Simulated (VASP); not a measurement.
Write the native input for VASP 6.6.1 that does the following.

```
Task                   : single point
Functional             : r2SCAN
Potentials or basis    : VASP PAW PBE potentials, release 64 (Ru_sv)
Cutoff                 : 620 eV
k mesh                 : 13 × 13 × 8
Occupations            : fermi-dirac, width 0.1 eV
Spin                   : no spin polarisation
Dipole correction      : no
Further INCAR settings : ALGO = Normal; EDIFF = 1e-06; NBANDS = 23
```

Crystal: Ru.

```
Ru
1.0
     2.70595    0.00000    0.00000
    -1.35297    2.34342    0.00000
     0.00000    0.00000    4.25791
Ru
2
Direct
  0.33333 0.66667 0.25000
  0.66667 0.33333 0.75000
```

The input as run:

POSCAR

```
Ru
1.0
    2.7059477275      0.0000000000      0.0000000000
   -1.3529738637      2.3434194734      0.0000000000
    0.0000000000      0.0000000000      4.2579056553
Ru
2
Direct
    0.3333333333      0.6666666667      0.2500000000
    0.6666666667      0.3333333333      0.7500000000
```

INCAR.step1

```
  PREC = Accurate
  ENCUT = 620
  ISMEAR = -1
  SIGMA = 0.1
  LREAL = F
  LASPH = T
  NELM = 120
  NBANDS = 23
  GGA = PE
  ALGO = Normal
  EDIFF = 1E-5
  LWAVE = T
  LCHARG = F
  GGA_COMPAT = F
```

INCAR.step2

```
  PREC = Accurate
  ENCUT = 620
  EDIFF = 1E-6
  ISMEAR = -1
  SIGMA = 0.1
  LREAL = F
  LASPH = T
  NELM = 120
  ALGO = Normal
  ISIF = 2
  LWAVE = F
  LCHARG = F
  METAGGA = R2SCAN
  LMIXTAU = T
  NBANDS = 23
  ISTART = 1
  GGA_COMPAT = F
```

KPOINTS

```
regular mesh
0
Gamma
  13 13 8
```

Potentials or basis: VASP PAW PBE potentials, release 64 (Ru_sv).

Launch:

```console
$ cat potpaw_PBE.64/Ru_sv/POTCAR > POTCAR
$ cp INCAR.step1 INCAR
$ mpirun -np 1 vasp_std > vasp.out
$ cp INCAR.step2 INCAR
$ mpirun -np 1 vasp_std > vasp.out
```

Results of the run:

```yaml
Pressure: 0.1 GPa
Band_gap_on_the_k_mesh: zero (bands 16 and 17 overlap by 3.25 eV)
```

Caveat: the PAW data sets were made with another functional, which shifts forces and pressure a little.

Run time: 110 s on 1 thread of Intel(R) Xeon(R) Platinum 8559C (Emerald Rapids) (shared host), peak memory 0.2 GiB.
